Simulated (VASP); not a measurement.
# Re in VASP: a series of runs

The runs below take Re through single point, with PBE.

Program: VASP 6.6.1. These are calculated values, not measurements. Logs are shortened: lines on timing, memory, paths and dates and some standing lists are left out, and cuts for length are marked.

## 1. The cell of the first run

It takes space group Fm-3m (No. 225, cubic). Conventional cell: a = 3.915 Å, b = 3.915 Å, c = 3.915 Å, α = 90.00°, β = 90.00°, γ = 90.00°. Re (site symmetry m-3m) has 12 Re at 2.77 Å within 3.6 Å.

## 2. Single point, PBE

The input, INCAR:

```
ALGO = Normal
EDIFF = 1E-6
ENCUT = 520
GGA = PE
ISIF = 2
ISMEAR = 0
LASPH = T
LCHARG = F
LREAL = F
LWAVE = F
NBANDS = 10
NELM = 100
PREC = Accurate
SIGMA = 0.1
```

The input, KPOINTS:

```
k-points
0
Gamma
  24 24 24
```

The input, POSCAR:

```
Re
1.0
    0.0000000000      1.9576342286      1.9576342286
    1.9576342286      0.0000000000      1.9576342286
    1.9576342286      1.9576342286      0.0000000000
Re
1
Direct
    0.0000000000      0.0000000000      0.0000000000
```

Potentials or basis: VASP PAW PBE potentials, release 64 (Re).

On the command line:

```console
$ cat potpaw_PBE.64/Re/POTCAR > POTCAR
$ mpirun -np 1 vasp_std > vasp.out
```

OUTCAR:

```text
EDIFF = 1E-6
   ENCUT = 520
   GGA = PE
   ISIF = 2
   ISMEAR = 0
   LASPH = T
   LREAL = F
   NELM = 100
   PREC = Accurate

 ion  position               nearest neighbor table
   1  0.000  0.000  0.000-

  LATTYP: Found a face centered cubic cell.
 ALAT       =     3.9152684572

  Lattice vectors:

 A1 = (   0.0000000000,   1.9576342286,   1.9576342286)
 A2 = (   1.9576342286,   0.0000000000,   1.9576342286)
 A3 = (   1.9576342286,   1.9576342286,   0.0000000000)

Analysis of symmetry for initial positions (statically):
=====================================================================
 Subroutine PRICEL returns:
 Original cell was already a primitive cell.

 Routine SETGRP: Setting up the symmetry group for a
 face centered cubic supercell.

 Subroutine GETGRP returns: Found 48 space group operations
 (whereof 48 operations were pure point group operations)
 out of a pool of 48 trial point group operations.

The static configuration has the point symmetry O_h .

Analysis of symmetry for dynamics (positions and initial velocities):
=====================================================================
 Subroutine PRICEL returns:
 Original cell was already a primitive cell.

 Routine SETGRP: Setting up the symmetry group for a
 face centered cubic supercell.

 Subroutine GETGRP returns: Found 48 space group operations
 (whereof 48 operations were pure point group operations)
 out of a pool of 48 trial point group operations.

The dynamic configuration has the point symmetry O_h .

 Subroutine INISYM returns: Found 48 space group operations
 (whereof 48 operations are pure point group operations),
 and found     1 'primitive' translations

----------------------------------------------------------------------------------------

                                     Primitive cell

  volume of cell :      15.0046

  direct lattice vectors                    reciprocal lattice vectors
     0.000000000  1.957634229  1.957634229    -0.255410328  0.255410328  0.255410328
     1.957634229  0.000000000  1.957634229     0.255410328 -0.255410328  0.255410328
     1.957634229  1.957634229  0.000000000     0.255410328  0.255410328 -0.255410328

  length of vectors
     2.768512876  2.768512876  2.768512876     0.442383664  0.442383664  0.442383664

  position of ions in fractional coordinates (direct lattice)
     0.000000000  0.000000000  0.000000000

  ion indices of the primitive-cell ions
   primitive index   ion index
                 1           1

----------------------------------------------------------------------------------------

 KPOINTS: k-points

[... 77 lines left out ...]
   PSTRESS=    0.0 pullay stress
   NELECT =       7.0000    total number of electrons
   NUPDOWN=      -1.0000    fix difference up-down
   EMIN   =  10.00;   EMAX   =-10.00  energy-range for DOS
   EFERMI =   0.00;   METHOD = LEGACY
   ISMEAR =     0;   SIGMA  =   0.10  broadening in eV -4-tet -1-fermi 0-gaus
   EFERMI_NEDOS =   21; number of points for ismear=-14 and -15
   IALGO  =     38    algorithm
   IMIX   =      4    mixing-type and parameters
     AMIX     =   0.40;   BMIX     =  1.00
     AMIX_MAG =   1.60;   BMIX_MAG =  1.00
  volume/ion in A,a.u.               =      15.00       101.26
  Fermi-wavevector in a.u.,A,eV,Ry     =   1.269695  2.399375 21.934286  1.612125
  Thomas-Fermi vector in A             =   2.402722
   LORBIT       =      0    0 simple, 1 ext, 2 COOP (PROOUT), +10 PAW based schemes
   GGA     = PE    functional components
   LHFCALC =     F    Hartree Fock is set to
   AEXX    =    0.0000 exact exchange contribution
   IVDW    =     0    specifies the selected vdW correction
   LEPSILON=     F    determine dielectric tensor
   LRPA    =     F    only Hartree local field effects (RPA)
 non-spin polarized calculation
 Gauss-broadening in eV      SIGMA  =   0.10
  energy-cutoff  :      520.00
  volume of cell :       15.00
 maximum number of plane-waves:       419
 NGX is ok and might be reduce to    24

 number of electron       7.0000001 magnetization

 Free energy of the ion-electron system (eV)
  ---------------------------------------------------
  ext. energy  EPLUGINS =         0.00000000
  ---------------------------------------------------
  free energy    TOTEN  =       -12.36489596 eV

  energy without entropy =      -12.35990808  energy(sigma->0) =      -12.36240202

 E-fermi :   7.9101     XC(G=0): -13.6240

 val. band max:        7.9081712052   @ k =   0.4583   0.2500   0.1250
 cond. band min:       7.9104661603   @ k =   0.5000   0.0417   0.0000
 fundamental gap:      0.0022949551
 Fermi energy:         7.9101447933

 k-point     1 :       0.0000    0.0000    0.0000
  band No.  band energies     occupation
      1      -2.0830      2.00000
      2       6.0468      2.00000
      3       6.0468      2.00000
      4       6.0468      2.00000
      5       9.1411      0.00000
      6       9.1411      0.00000
      7      21.8072      0.00000
      8      27.3533      0.00000
      9      27.3533      0.00000
     10      27.3533      0.00000
[... 287 lines left out ...]
 k-point    24 :       0.4583    0.0417    0.0000
  band No.  band energies     occupation
      1       1.2407      2.00000
      2       5.7955      2.00000
      3       5.9680      2.00000
      4       7.5512      2.00000
      5      11.4816      0.00000
      6      11.5487      0.00000
      7      18.0083      0.00000
      8      21.7246      0.00000
      9      27.9361      0.00000
     10      28.3610      0.00000

 [... further k-points ...]

------------------------ aborting loop because EDIFF is reached ----------------------------------------

  FORCE on cell =-STRESS in cart. coord.  units (eV):
  Direction    XX          YY          ZZ          XY          YZ          ZX
  --------------------------------------------------------------------------------------
  -------------------------------------------------------------------------------------
  Total       -0.0548069     -0.0548069     -0.0548069      0.0000000      0.0000000      0.0000000
  in kB       -5.8522236     -5.8522236     -5.8522236      0.0000000      0.0000000      0.0000000
  external PRESSURE =      -5.8522236 kB  Pullay stress =       0.0000000 kB

 VOLUME and BASIS-vectors are now :
 -----------------------------------------------------------------------------
  energy-cutoff  :      520.00
  volume of cell :       15.00
      direct lattice vectors                 reciprocal lattice vectors
     0.000000000  1.957634229  1.957634229    -0.255410328  0.255410328  0.255410328
     1.957634229  0.000000000  1.957634229     0.255410328 -0.255410328  0.255410328
     1.957634229  1.957634229  0.000000000     0.255410328  0.255410328 -0.255410328

 POSITION                                       TOTAL-FORCE (eV/Angst)
 -----------------------------------------------------------------------------------
      0.00000      0.00000      0.00000         0.000000      0.000000      0.000000
 -----------------------------------------------------------------------------------
    total drift:                               -0.000000      0.000000      0.000000

  FREE ENERGIE OF THE ION-ELECTRON SYSTEM (eV)
  ---------------------------------------------------
  free  energy   TOTEN  =       -12.3648959628 eV

  energy  without entropy=      -12.3599080816  energy(sigma->0) =      -12.36240202
```

OSZICAR:

```text
N       E                     dE             d eps       ncg     rms          rms(c)
DAV:   1     0.572203431318E+01    0.57220E+01   -0.34438E+03 13008   0.777E+02
DAV:   2    -0.126965592999E+02   -0.18419E+02   -0.17042E+02 12768   0.163E+02
DAV:   3    -0.130768614824E+02   -0.38030E+00   -0.36786E+00 13552   0.381E+01
DAV:   4    -0.130785738566E+02   -0.17124E-02   -0.17115E-02 13378   0.118E+00
DAV:   5    -0.130785765062E+02   -0.26495E-05   -0.26494E-05 12048   0.271E-02    0.291E+01
DAV:   6    -0.125547396951E+02    0.52384E+00   -0.43433E-01 13004   0.177E+01    0.117E+01
DAV:   7    -0.123717751950E+02    0.18296E+00   -0.33239E-01 13128   0.148E+01    0.842E-01
DAV:   8    -0.123651373553E+02    0.66378E-02   -0.41470E-03 12738   0.657E-01    0.179E-01
DAV:   9    -0.123648867704E+02    0.25058E-03   -0.20739E-04 12122   0.114E-01    0.212E-02
DAV:  10    -0.123648959559E+02   -0.91856E-05   -0.15451E-05 11864   0.252E-02    0.300E-03
DAV:  11    -0.123648959628E+02   -0.69045E-08   -0.17104E-07  6544   0.893E-03
   1 F= -.12364896E+02 E0= -.12362402E+02  d E =-.498788E-02
```

stdout:

```text
POSCAR found type information on POSCAR Re
 POSCAR found :  1 types and       1 ions
 scaLAPACK will be used
 LDA part: xc-table for (Slater+PW92), standard interpolation
 POSCAR, INCAR and KPOINTS ok, starting setup
 FFT: planning ... GRIDC
 FFT: planning ... GRID_SOFT
 FFT: planning ... GRID
 WAVECAR not read
 entering main loop
```

It took 39 s on 1 thread of Intel Xeon Platinum 8259CL at 2.50GHz (Skylake/Cascade Lake), shared host; peak memory 0.19 GiB.

What came out:

```yaml
Free_energy: -12.3649 eV
Pressure: -0.6 GPa
```

Levels at points of the mesh, in eV from the Fermi level:
| k point | band 1 | band 2 | band 3 | band 4 | band 5 | band 6 | band 7 | band 8 | band 9 |
| --- | --- | --- | --- | --- | --- | --- | --- | --- | --- |
| (0.00, 0.00, 0.00) | -9.99 | -1.86 | -1.86 | -1.86 | 1.23 | 1.23 | 13.90 | 19.44 | 19.44 |
| (0.50, 0.00, 0.00) | -6.74 | -2.06 | -2.06 | 0.19 | 3.71 | 3.71 | 9.69 | 13.39 | 19.90 |
| (0.50, 0.50, 0.00) | -6.66 | -5.80 | 2.72 | 3.66 | 4.43 | 4.43 | 12.13 | 12.13 | 12.70 |

Caveat: spin-orbit coupling is left out, which moves the levels of the heavy elements.

## 3. Single point, PBE

This run uses another cell than the first one: it holds 2 atoms, not 1.

The input, INCAR:

```
SYSTEM = Re
PREC = Accurate ; ENCUT = 520
EDIFF = 1E-6 ; ISMEAR = 0
SIGMA = 0.1 ; LREAL = .False.
LASPH = .True. ; NELM = 100
ALGO = Normal ; ISIF = 2
LWAVE = .False. ; LCHARG = .False.
GGA = PE ; NBANDS = 14
```

The input, KPOINTS:

```
regular mesh
0
Gamma
  6 6 6
  0 0 0
```

The input, POSCAR:

```
Re
1.0
    5.5170889817      0.1626964746     -0.4332356913
   -1.4660574918      2.3392385352     -0.1496175010
    1.5143674890      1.0797211299      2.0459099892
Re
2
Direct
    0.4334014078      0.3550735997      0.4199719161
   -0.0665973843      0.3550685958      0.4199542845
```

Potentials or basis: VASP PAW PBE potentials, release 64 (Re).

On the command line:

```console
$ cat potpaw_PBE.64/Re/POTCAR > POTCAR
$ mpirun -np 1 vasp_std > vasp.out
```

OUTCAR:

```text
SYSTEM = Re
   PREC = Accurate
   ENCUT = 520
   EDIFF = 1E-6
   ISMEAR = 0
   LREAL = .False.
   LASPH = .True.
   NELM = 100
   ISIF = 2
   GGA = PE

 ion  position               nearest neighbor table
   1  0.433  0.355  0.420-   2 2.77   2 2.77   2 2.77   2 2.77   2 2.77   2 2.77   2 2.77   2 2.77

   2  0.933  0.355  0.420-   1 2.77   1 2.77   1 2.77   1 2.77   1 2.77   1 2.77   1 2.77   1 2.77

  LATTYP: Found a triclinic cell.
 ALAT       =     3.9099289314
 B/A-ratio  =     0.7071056140
 C/A-ratio  =     1.7335575644
 COS(alpha) =     0.0000135698
 COS(beta)  =     0.5768953049
 COS(gamma) =     0.7070567267

  Lattice vectors:

 A1 = (  -0.0483099972,  -3.4189596651,  -1.8962924882)
 A2 = (   1.4660574918,  -2.3392385352,   0.1496175010)
 A3 = (  -5.5653989789,  -3.5816561397,  -1.4630567969)

Analysis of symmetry for initial positions (statically):
=====================================================================
 Subroutine PRICEL returns:
 Original cell was already a primitive cell.

 Routine SETGRP: Setting up the symmetry group for a
 triclinic supercell.

 Subroutine GETGRP returns: Found  2 space group operations
 (whereof  1 operations were pure point group operations)
 out of a pool of  2 trial point group operations.

The static configuration has the point symmetry C_1 .
 The point group associated with its full space group is S_2 .

Analysis of symmetry for dynamics (positions and initial velocities):
=====================================================================
 Subroutine PRICEL returns:
 Original cell was already a primitive cell.

 Routine SETGRP: Setting up the symmetry group for a
 triclinic supercell.

 Subroutine GETGRP returns: Found  2 space group operations
 (whereof  1 operations were pure point group operations)
 out of a pool of  2 trial point group operations.

The dynamic configuration has the point symmetry C_1 .
 The point group associated with its full space group is S_2 .

 Subroutine INISYM returns: Found  2 space group operations
 (whereof  1 operations are pure point group operations),
 and found     1 'primitive' translations
[... 126 lines left out ...]
 non-spin polarized calculation
 Gauss-broadening in eV      SIGMA  =   0.10
  energy-cutoff  :      520.00
  volume of cell :       29.97
 maximum number of plane-waves:       830
 NGX is ok and might be reduce to    42

 number of electron      14.0000000 magnetization

 Free energy of the ion-electron system (eV)
  ---------------------------------------------------
  ext. energy  EPLUGINS =         0.00000000
  ---------------------------------------------------
  free energy    TOTEN  =       -24.75336260 eV

  energy without entropy =      -24.74327007  energy(sigma->0) =      -24.74831634

 E-fermi :   7.8831     XC(G=0): -13.6283

 val. band max:        7.8605340099   @ k =   0.5000  -0.0000   0.3333
 cond. band min:       7.9160475142   @ k =  -0.1667   0.5000   0.3333
 fundamental gap:      0.0555135043
 Fermi energy:         7.8831259908

 k-point     1 :       0.0000    0.0000    0.0000
  band No.  band energies     occupation
      1      -2.0769      2.00000
      2       1.2544      2.00000
      3       2.1313      2.00000
      4       6.0577      2.00000
      5       6.0769      2.00000
      6       6.0785      2.00000
      7       9.1383      0.00000
      8       9.2075      0.00000
      9      10.6176      0.00000
     10      11.6206      0.00000
     11      12.3753      0.00000
     12      12.3763      0.00000
     13      20.0922      0.00000
     14      20.0950      0.00000
[... 377 lines left out ...]
      1       0.0904      2.00000
      2       2.1488      2.00000
      3       3.4903      2.00000
      4       4.9363      2.00000
      5       6.0053      2.00000
      6       6.5477      2.00000
      7       6.8340      2.00000
      8       8.5057      0.00000
      9       8.5546      0.00000
     10       9.7725      0.00000
     11      11.5431      0.00000
     12      11.6469      0.00000
     13      20.7062      0.00000
     14      22.8206      0.00000

 [... further k-points ...]

------------------------ aborting loop because EDIFF is reached ----------------------------------------

  FORCE on cell =-STRESS in cart. coord.  units (eV):
  Direction    XX          YY          ZZ          XY          YZ          ZX
  --------------------------------------------------------------------------------------
  -------------------------------------------------------------------------------------
  Total       -0.0719492     -0.1090598     -0.0821478      0.0240318     -0.0220861     -0.0482184
  in kB       -3.8467482     -5.8308585     -4.3920128      1.2848543     -1.1808283     -2.5779877
  external PRESSURE =      -4.6898732 kB  Pullay stress =       0.0000000 kB

 VOLUME and BASIS-vectors are now :
 -----------------------------------------------------------------------------
  energy-cutoff  :      520.00
  volume of cell :       29.97
      direct lattice vectors                 reciprocal lattice vectors
     5.517088982  0.162696475 -0.433235691     0.165095624  0.092530049 -0.171034941
    -1.466057492  2.339238535 -0.149617501    -0.026717279  0.398556909 -0.190560943
     1.514367489  1.079721130  2.045909989     0.033006312  0.048740369  0.438626485

 POSITION                                       TOTAL-FORCE (eV/Angst)
 -----------------------------------------------------------------------------------
      2.50655      1.35457      0.61833        -0.000002     -0.000072     -0.000133
      5.26508      1.43588      0.40168         0.000002      0.000072      0.000133
 -----------------------------------------------------------------------------------
    total drift:                                0.000000      0.000000      0.000001

  FREE ENERGIE OF THE ION-ELECTRON SYSTEM (eV)
  ---------------------------------------------------
  free  energy   TOTEN  =       -24.7533626011 eV

  energy  without entropy=      -24.7432700723  energy(sigma->0) =      -24.74831634
```

stdout:

```text
POSCAR found type information on POSCAR Re
 POSCAR found :  1 types and       2 ions
 scaLAPACK will be used
 LDA part: xc-table for (Slater+PW92), standard interpolation
 POSCAR, INCAR and KPOINTS ok, starting setup
 FFT: planning ... GRIDC
 FFT: planning ... GRID_SOFT
 FFT: planning ... GRID
 WAVECAR not read
 entering main loop
```

Run time: 46 s. Hardware: 1 thread of Intel Xeon Platinum 8259CL at 2.50GHz (Skylake/Cascade Lake), shared host; peak memory 0.19 GiB.

What came out:

| Property | Result |
| --- | --- |
| Free energy | -24.7534 eV |
| Pressure | -0.5 GPa |
| Band gap on the k mesh | zero (band 7 reaches 11.60 eV, above the bottom of band 8 at 6.38 eV) |

Caveat: the k points lie up to 0.46 Å⁻¹ apart; spin-orbit coupling is left out, which moves the levels of the heavy elements.
